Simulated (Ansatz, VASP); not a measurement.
Two plane-wave programs on Zr4ScO

```
CELL_PARAMETERS angstrom
0.00000 4.08723 4.08723
4.08723 0.00000 4.08723
4.08723 4.08723 0.00000
ATOMIC_POSITIONS crystal
Zr 0.13579 0.62140 0.62140
Zr 0.62140 0.62140 0.62140
Zr 0.62140 0.62140 0.13579
Zr 0.62140 0.13579 0.62140
Sc 0.25000 0.25000 0.25000
O 0.00000 0.00000 0.00000
```

Change from the starting cell: species swapped into the HoCdCu4 type (F-43m, No. 216).

Alike in both runs: functional PBE; k mesh 8 × 8 × 8; occupations gaussian, width 0.1 eV; no spin polarisation.

Ansatz relaxed the structure, and its values are those at the end. VASP's run is a single point on that final structure, the one shown.

|  | VASP | Ansatz |
| --- | --- | --- |
| version | VASP 6.6.1 | Ansatz 0.2.0 |
| potentials or method | VASP PAW PBE potentials, release 64 (Zr_sv, Sc_sv, O), cutoff 600 eV | scalar-relativistic, plane waves, PAW |
| valence electrons in the cell | 65 | 65 |

```csv
,VASP,Ansatz,Ansatz less VASP
gap on the k mesh at the Fermi level (eV),none,none,-
pressure (GPa),0.0,0.0,-0.02
rms of the force components (eV/Å),0.009,0.004,-0.0054
```

A gap of «none» marks a metal or a gap that the smearing closes. The functional is the same, so the differences come from potentials, cutoffs and numerics.
